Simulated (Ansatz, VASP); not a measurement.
One calculation of Rb, two programs

```
Rb
1.0
     4.42334    0.00000    0.00000
     0.00000    4.42334    0.00000
     0.00000    0.00000    4.42334
Rb
1
Direct
  0.00000 0.00000 0.00000
```

Alike in both runs: task single point; functional PBEsol; k mesh 8 × 8 × 8; occupations fermi-dirac, width 0.1 eV; no spin polarisation.

|  | VASP | Ansatz |
| --- | --- | --- |
| version | VASP 6.6.1 | Ansatz 0.2.0 |
| potentials or method | VASP PAW PBE potentials, release 64 (Rb_sv), cutoff 520 eV | plane waves (420 eV) with PAW, scalar-relativistic |
| valence electrons in the cell | 9 | 9 |

```tsv
	VASP	Ansatz	Ansatz less VASP
pressure (GPa)	0.2	0.2	0.00
```

VASP's potentials were made for PBE, not for PBEsol, and Ansatz warns of the same on its side.
